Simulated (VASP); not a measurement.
# W8S15Br (a cell with a defect) in VASP: single point with PBE

Aim: the single point of W8S15Br (a cell with a defect) with PBE.

All numbers are computed with VASP 6.6.1; they aren't measurements. Logs are shortened: lines on timing, memory, paths and dates and some standing lists are left out, and cuts for length are marked.

## 1. The cell of the first run

The cell holds a defect, 24 atoms: a = 6.360 Å, b = 6.360 Å, c = 12.500 Å, α = 90.00°, β = 90.00°, γ = 120.00°.

## 2. Single point, PBE

Contents of INCAR:

```
PREC = Accurate ; ENCUT = 520
EDIFF = 1E-6 ; ISMEAR = -1
SIGMA = 0.01 ; LREAL = Auto
LASPH = T ; NELM = 100
ALGO = Normal ; ISIF = 2
LWAVE = F ; LCHARG = F
GGA = PE ; NELECT = 208.0
NBANDS = 122
```

Contents of KPOINTS:

```
Automatic mesh
0
Gamma
  4 4 2
```

Contents of POSCAR:

```
W8S15Br
1.0
    6.3600000000      0.0000000000      0.0000000000
   -3.1800000000      5.5079215680      0.0000000000
    0.0000000000      0.0000000000     12.5000000000
W Br S
8 1 15
Direct
    0.1666666667      0.3333333333      0.2495074187
    0.1663150350      0.8331575175      0.2494544274
    0.6668424825      0.3336849650      0.2494544274
    0.6668424825      0.8331575175      0.2494544274
    0.3356130166      0.1643869834      0.7519458023
    0.3356130166      0.6712260332      0.7519458023
    0.8287739668      0.1643869834      0.7519458023
    0.8333333333      0.6666666667      0.7528547404
    0.1666666667      0.3333333333      0.6078274052
    0.1655684871      0.8327842436      0.6265413673
    0.6672157564      0.3344315129      0.6265413673
    0.6672157564      0.8327842436      0.6265413673
    0.3332699624      0.1667300376      0.1240991784
    0.3332699624      0.6665399248      0.1240991784
    0.8334600752      0.1667300376      0.1240991784
    0.8333333333      0.6666666667      0.1239150101
    0.1666666667      0.3333333333      0.8743143734
    0.1694247479      0.8347123739      0.8787912587
    0.6652876261      0.3305752521      0.8787912587
    0.6652876261      0.8347123739      0.8787912587
    0.3336046053      0.1663953947      0.3746873071
    0.3336046053      0.6672092105      0.3746873071
    0.8327907895      0.1663953947      0.3746873071
    0.8333333333      0.6666666667      0.3750230284
```

Potentials or basis: VASP PAW PBE potentials, release 64 (W_sv, Br, S).

On the command line:

```bash
> cat potpaw_PBE.64/W_sv/POTCAR potpaw_PBE.64/Br/POTCAR potpaw_PBE.64/S/POTCAR > POTCAR
> mpirun -np 1 vasp_std > vasp.out
```

OUTCAR:

```text
PREC = Accurate
   ENCUT = 520
   EDIFF = 1E-6
   ISMEAR = -1
   LREAL = Auto
   LASPH = T
   NELM = 100
   ISIF = 2
   GGA = PE
   NELECT = 208.0

 ion  position               nearest neighbor table
   1  0.167  0.333  0.250-  13 2.41  14 2.41  15 2.41  22 2.41  21 2.41  23 2.41   2 3.18   3 3.18
                             4 3.18   4 3.18   2 3.18   3 3.18
   2  0.166  0.833  0.249-  21 2.41  22 2.41  16 2.41  24 2.41  13 2.41  14 2.41   3 3.18   4 3.18
                             1 3.18   1 3.18   3 3.18   4 3.18
   3  0.667  0.334  0.249-  21 2.41  23 2.41  16 2.41  24 2.41  13 2.41  15 2.41   2 3.18   4 3.18
                             1 3.18   1 3.18   4 3.18   2 3.18
   4  0.667  0.833  0.249-  23 2.41  22 2.41  16 2.41  24 2.41  15 2.41  14 2.41   3 3.18   2 3.18
                             1 3.18   1 3.18   3 3.18   2 3.18
   5  0.336  0.164  0.752-  10 2.41  11 2.41  17 2.41  18 2.41  19 2.41   9 2.59   6 3.14   7 3.14
                             8 3.18   8 3.18   6 3.22   7 3.22
   6  0.336  0.671  0.752-  12 2.41  10 2.41  17 2.41  18 2.41  20 2.41   9 2.59   5 3.14   7 3.14
                             8 3.18   8 3.18   5 3.22   7 3.22
   7  0.829  0.164  0.752-  12 2.41  11 2.41  17 2.41  19 2.41  20 2.41   9 2.59   6 3.14   5 3.14
                             8 3.18   8 3.18   6 3.22   5 3.22
   8  0.833  0.667  0.753-  11 2.42  12 2.42  10 2.42  20 2.43  19 2.43  18 2.43   7 3.18   6 3.18
                             5 3.18   5 3.18   7 3.18   6 3.18
   9  0.167  0.333  0.608-   5 2.59   6 2.59   7 2.59
  10  0.166  0.833  0.627-   5 2.41   6 2.41   8 2.42
  11  0.667  0.334  0.627-   5 2.41   7 2.41   8 2.42
  12  0.667  0.833  0.627-   7 2.41   6 2.41   8 2.42
  13  0.333  0.167  0.124-   1 2.41   2 2.41   3 2.41
  14  0.333  0.667  0.124-   1 2.41   4 2.41   2 2.41
[... 8 lines left out ...]
  23  0.833  0.166  0.375-   4 2.41   3 2.41   1 2.41
  24  0.833  0.667  0.375-   4 2.41   3 2.41   2 2.41

  LATTYP: Found a hexagonal cell.
 ALAT       =     6.3600000000
 C/A-ratio  =     1.9654088050

  Lattice vectors:

 A1 = (   6.3600000000,   0.0000000000,   0.0000000000)
 A2 = (  -3.1800000000,   5.5079215680,   0.0000000000)
 A3 = (   0.0000000000,   0.0000000000,  12.5000000000)

Analysis of symmetry for initial positions (statically):
=====================================================================
 Subroutine PRICEL returns:
 Original cell was already a primitive cell.

 Routine SETGRP: Setting up the symmetry group for a
 hexagonal supercell.

 Subroutine GETGRP returns: Found  6 space group operations
 (whereof  2 operations were pure point group operations)
 out of a pool of 24 trial point group operations.

The static configuration has the point symmetry C_1h.
 The point group associated with its full space group is C_3v.

Analysis of symmetry for dynamics (positions and initial velocities):
=====================================================================
 Subroutine PRICEL returns:
 Original cell was already a primitive cell.

 Routine SETGRP: Setting up the symmetry group for a
 hexagonal supercell.

 Subroutine GETGRP returns: Found  6 space group operations
 (whereof  2 operations were pure point group operations)
 out of a pool of 24 trial point group operations.

The dynamic configuration has the point symmetry C_1h.
 The point group associated with its full space group is C_3v.

 Subroutine INISYM returns: Found  6 space group operations
 (whereof  2 operations are pure point group operations),
 and found     1 'primitive' translations

----------------------------------------------------------------------------------------

                                     Primitive cell

  volume of cell :     437.8798

  direct lattice vectors                    reciprocal lattice vectors
     6.360000000  0.000000000  0.000000000     0.157232704  0.090778344  0.000000000
    -3.180000000  5.507921568  0.000000000     0.000000000  0.181556688  0.000000000
     0.000000000  0.000000000 12.500000000     0.000000000  0.000000000  0.080000000

  length of vectors
     6.360000000  6.360000000 12.500000000     0.181556688  0.181556688  0.080000000

  position of ions in fractional coordinates (direct lattice)
     0.166666667  0.333333333  0.249507419
     0.166315035  0.833157517  0.249454427
     0.666842483  0.333684965  0.249454427
     0.666842483  0.833157517  0.249454427
     0.335613017  0.164386983  0.751945802
     0.335613017  0.671226033  0.751945802
[... 16 lines left out ...]
     0.832790790  0.166395395  0.374687307
     0.833333333  0.666666667  0.375023028

  ion indices of the primitive-cell ions
   primitive index   ion index
                 1           1
                 2           2
                 3           3
                 4           4
                 5           5
                 6           6
[... 16 lines left out ...]
                23          23
                24          24

----------------------------------------------------------------------------------------

 KPOINTS: Automatic mesh

Automatic generation of k-mesh.
 Grid dimensions read from file:
 generate k-points for:    4    4    2

 Generating k-lattice:

  Cartesian coordinates                     Fractional coordinates (reciprocal lattice)
     0.039308176  0.022694586  0.000000000     0.250000000  0.000000000  0.000000000
     0.000000000  0.045389172  0.000000000     0.000000000  0.250000000  0.000000000
     0.000000000  0.000000000  0.040000000     0.000000000  0.000000000  0.500000000

  Length of vectors
     0.045389172  0.045389172  0.040000000

  Shift w.r.t. Gamma in fractional coordinates (k-lattice)
     0.000000000  0.000000000  0.000000000

 Subroutine IBZKPT returns following result:
 ===========================================

 Found      8 irreducible k-points:

 Following reciprocal coordinates:
            Coordinates               Weight
  0.000000  0.000000  0.000000      1.000000
  0.250000  0.000000  0.000000      6.000000
  0.500000  0.000000  0.000000      3.000000
  0.250000  0.250000  0.000000      6.000000
  0.000000  0.000000  0.500000      1.000000
  0.250000  0.000000  0.500000      6.000000
  0.500000  0.000000  0.500000      3.000000
  0.250000  0.250000  0.500000      6.000000
   k-points           NKPTS =      8   k-points in BZ     NKDIM =      8   number of bands    NBANDS=    122
   number of dos      NEDOS =    301   number of ions     NIONS =     24
   total plane-waves  NPLWV = 221184
   dimension x,y,z NGX =    48 NGY =   48 NGZ =   96
   dimension x,y,z NGXF=    96 NGYF=   96 NGZF=  192
   ions per type =               8   1  15
   NGX,Y,Z   is equivalent  to a cutoff of  12.55, 12.55, 12.77 a.u.
   NGXF,Y,Z  is equivalent  to a cutoff of  25.09, 25.09, 25.54 a.u.
 SYSTEM =  unknown system
   PREC   = accura    normal or accurate (medium, high low for compatibility)
   ISTART =      0    job   : 0-new  1-cont  2-samecut
   ICHARG =      2    charge: 1-file 2-atom 10-const
   ISPIN  =      1    spin polarized calculation?
   LNONCOLLINEAR =      F non collinear calculations
   LSORBIT =      F    spin-orbit coupling
   LASPH  =      T    aspherical Exc in radial PAW
   ENCUT  =  520.0 eV  38.22 Ry    6.18 a.u.  11.83 11.83 23.24*2*pi/ulx,y,z
   NELM   =    100;   NELMIN=  2; NELMDL= -5     # of ELM steps
   EDIFF  = 0.1E-05   stopping-criterion for ELM
   LREAL  =      T    real-space projection
   EDIFFG = 0.1E-04   stopping-criterion for IOM
   NSW    =      0    number of steps for IOM
[... 5 lines left out ...]
   TEBEG  =    0.0;   TEEND  =   0.0 temperature during run
   PSTRESS=    0.0 pullay stress
   NELECT =     208.0000    total number of electrons
   NUPDOWN=      -1.0000    fix difference up-down
   EMIN   =  10.00;   EMAX   =-10.00  energy-range for DOS
   EFERMI =   0.00;   METHOD = LEGACY
   ISMEAR =    -1;   SIGMA  =   0.01  broadening in eV -4-tet -1-fermi 0-gaus
   EFERMI_NEDOS =   21; number of points for ismear=-14 and -15
   IALGO  =     38    algorithm
   IMIX   =      4    mixing-type and parameters
     AMIX     =   0.40;   BMIX     =  1.00
     AMIX_MAG =   1.60;   BMIX_MAG =  1.00
  volume/ion in A,a.u.               =      18.24       123.12
  Fermi-wavevector in a.u.,A,eV,Ry     =   1.277353  2.413847 22.199688  1.631631
  Thomas-Fermi vector in A             =   2.409958
   LORBIT       =      0    0 simple, 1 ext, 2 COOP (PROOUT), +10 PAW based schemes
   GGA     = PE    functional components
   LHFCALC =     F    Hartree Fock is set to
   AEXX    =    0.0000 exact exchange contribution
   IVDW    =     0    specifies the selected vdW correction
   LEPSILON=     F    determine dielectric tensor
   LRPA    =     F    only Hartree local field effects (RPA)
 non-spin polarized calculation
  energy-cutoff  :      520.00
  volume of cell :      437.88
 maximum number of plane-waves:     11806
 NGX is ok and might be reduce to    48
   NGX = 23   NGY = 23   NGZ = 47

 number of electron     208.0000010 magnetization

 Free energy of the ion-electron system (eV)
  ---------------------------------------------------
  ext. energy  EPLUGINS =         0.00000000
  ---------------------------------------------------
  free energy    TOTEN  =      -192.39993558 eV

  energy without entropy =     -192.39993558  energy(sigma->0) =     -192.39993558

 E-fermi :   7.4748     XC(G=0): -10.7972

 val. band max:        7.2860834208   @ k =   0.0000   0.0000   0.0000
 cond. band min:       7.6804278578   @ k =   0.2500   0.2500   0.0000
 fundamental gap:      0.3943444370
 Fermi energy:         7.4748022129

 k-point     1 :       0.0000    0.0000    0.0000
  band No.  band energies     occupation
      1     -68.0796      2.00000
      2     -68.0666      2.00000
      3     -68.0666      2.00000
      4     -67.9193      2.00000
      5     -67.0020      2.00000
      6     -66.9857      2.00000
[... 108 lines left out ...]
    115       9.5076      0.00000
    116       9.8996      0.00000
[... 831 lines left out ...]
    115       9.1343      0.00000
    116       9.3727      0.00000
 [bands above 116 left out]

------------------------ aborting loop because EDIFF is reached ----------------------------------------

  FORCE on cell =-STRESS in cart. coord.  units (eV):
  Direction    XX          YY          ZZ          XY          YZ          ZX
  --------------------------------------------------------------------------------------
  -------------------------------------------------------------------------------------
  Total       -6.6864735     -6.6864735     -6.4488490      0.0000000      0.0000000     -0.0000000
  in kB      -24.4654288    -24.4654288    -23.5959741      0.0000000      0.0000000     -0.0000000
  external PRESSURE =     -24.1756106 kB  Pullay stress =       0.0000000 kB

 VOLUME and BASIS-vectors are now :
 -----------------------------------------------------------------------------
  energy-cutoff  :      520.00
  volume of cell :      437.88
      direct lattice vectors                 reciprocal lattice vectors
     6.360000000  0.000000000  0.000000000     0.157232704  0.090778344  0.000000000
    -3.180000000  5.507921568  0.000000000     0.000000000  0.181556688  0.000000000
     0.000000000  0.000000000 12.500000000     0.000000000  0.000000000  0.080000000

 POSITION                                       TOTAL-FORCE (eV/Angst)
 -----------------------------------------------------------------------------------
      0.00000      1.83597      3.11884         0.000000     -0.000000     -0.002201
     -1.59168      4.58897      3.11818        -0.000137     -0.000079     -0.003944
      3.18000      1.83791      3.11818         0.000000      0.000158     -0.003944
      1.59168      4.58897      3.11818         0.000137     -0.000079     -0.003944
      1.61175      0.90543      9.39932         0.010630     -0.006137      0.013877
      0.00000      3.69706      9.39932        -0.000000      0.012275      0.013877
[... 16 lines left out ...]
      4.76741      0.91649      4.68359        -0.000234     -0.000135      0.004923
      3.18000      3.67195      4.68779         0.000000     -0.000000      0.002837
 -----------------------------------------------------------------------------------
    total drift:                                0.000002     -0.000002     -0.000358

  FREE ENERGIE OF THE ION-ELECTRON SYSTEM (eV)
  ---------------------------------------------------
  free  energy   TOTEN  =      -192.3999355820 eV

  energy  without entropy=     -192.3999355818  energy(sigma->0) =     -192.39993558
```

Run time: 28 min. Hardware: 1 thread of Intel Xeon 8259CL, shared host; peak memory 0.66 GiB.

What came out:

```
Free energy   : -192.3999 eV
Largest force : 0.019 eV/Å
```

Forces on the atoms (eV/Å):
```
W    0.000  0.000 -0.002
W    0.000  0.000 -0.004
W    0.000  0.000 -0.004
W    0.000  0.000 -0.004
W    0.011 -0.006  0.014
W    0.000  0.012  0.014
W   -0.011 -0.006  0.014
W    0.000  0.000  0.002
Br   0.000  0.000 -0.015
S    0.001  0.000 -0.001
S    0.000 -0.001 -0.001
S   -0.001  0.000 -0.001
S   -0.001  0.000 -0.005
S    0.000 -0.001 -0.005
S    0.001  0.000 -0.005
S    0.000  0.000 -0.004
S    0.000  0.000  0.006
S    0.000  0.000 -0.005
S    0.000  0.000 -0.005
S    0.000  0.000 -0.005
S    0.000  0.000  0.005
S    0.000  0.000  0.005
S    0.000  0.000  0.005
S    0.000  0.000  0.003
```

Levels at points of the mesh, in eV from the Fermi level:
| k point | band 100 | band 101 | band 102 | band 103 | band 104 | band 105 | band 106 | band 107 | band 108 | band 109 |
| --- | --- | --- | --- | --- | --- | --- | --- | --- | --- | --- |
| (0.00, 0.00, 0.00) | -1.58 | -1.42 | -1.42 | -1.41 | -0.19 | 0.89 | 0.89 | 1.35 | 1.48 | 1.48 |
| (0.50, 0.00, 0.00) | -1.99 | -1.34 | -1.33 | -1.05 | -1.04 | 0.44 | 0.46 | 0.65 | 0.97 | 0.97 |
| (0.00, 0.00, 0.50) | -1.41 | -1.41 | -1.41 | -1.02 | -0.24 | 0.89 | 0.89 | 1.35 | 1.48 | 1.48 |
| (0.50, 0.00, 0.50) | -1.97 | -1.31 | -1.31 | -1.05 | -1.04 | 0.47 | 0.56 | 0.79 | 1.00 | 1.10 |

Caveat: the cell carries a net charge on a neutralising background, which shifts energy and pressure; the cell is charged against a uniform background, so pressure and absolute levels hang on convention; spin-orbit coupling is left out, which moves the levels of the heavy elements.
